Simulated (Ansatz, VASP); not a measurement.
# Mg: VASP beside Ansatz

File INCAR:

```
SYSTEM = Mg
ALGO     = Normal         ! electronic algorithm
EDIFF    = 1E-6           ! SCF threshold, eV
ENCUT    = 520            ! plane-wave cutoff, eV
GGA      = PE             ! functional
ISIF     = 2              ! what is computed and relaxed
ISMEAR   = 0              ! smearing method
LASPH    = .True.         ! aspherical terms in the spheres
LCHARG   = .False.        ! write CHGCAR
LREAL    = .False.        ! projectors in reciprocal space
LWAVE    = .False.        ! write WAVECAR
NBANDS   = 9              ! bands
NELM     = 80             ! most SCF steps
PREC     = Accurate       ! precision mode
SIGMA    = 0.1            ! smearing width, eV
```

File KPOINTS:

```
k-points
0
Gamma
  15 15 8
  0 0 0
```

Contents of POSCAR:

```
Mg
1.0
    3.4889121461      0.0000000000      0.0000000000
   -1.7444560730      3.0214865500      0.0000000000
    0.0000000000      0.0000000000      5.5305102955
Mg
2
Direct
    0.6666666700      0.3333333300      0.7500000000
    0.3333333300      0.6666666700      0.2500000000
```

Input for Ansatz:

```yaml
crystal:
  lattice:
    - [3.4889121461, 0.0, 0.0]
    - [-1.744456073, 3.02148655, 0.0]
    - [0.0, 0.0, 5.5305102955]
  atoms:
    - { symbol: Mg, position: [0.66666667, 0.33333333, 0.75] }
    - { symbol: Mg, position: [0.33333333, 0.66666667, 0.25] }
basis:
  ecutwfc: 420
kpoints:
  mp_grid: { grid: [15, 15, 8] }
hamiltonian:
  xc: pbe
scf:
  occupations: { method: gaussian, width: 0.1 }
output:
  forces: true
  stress: true
  eigenvalues: true
```

Alike in both runs: task single point; functional PBE; k mesh 15 × 15 × 8; occupations gaussian, width 0.1 eV; no spin polarisation.

|  | VASP | Ansatz |
| --- | --- | --- |
| version | VASP 6.6.1 | Ansatz 0.2.0 |
| potentials or method | VASP PAW PBE potentials, release 64 (Mg), cutoff 520 eV | scalar-relativistic, plane waves, PAW |
| valence electrons in the cell | 4 | 20 |

Ansatz gave:

* gap on the k mesh at the Fermi level (eV): none
* pressure (GPa): -5.2
* traceless stress, the component that is largest in VASP (GPa): 0.07

Q: What did VASP give for the same quantities?

A: gap on the k mesh at the Fermi level (eV): none; pressure (GPa): -5.3; traceless stress, the component that is largest in VASP (GPa): 0.07.

A gap of «none» marks a metal or a gap that the smearing closes. VASP's potentials hold 4 valence electrons a cell and Ansatz's 20, so a difference there can come from the potentials and not from the codes.
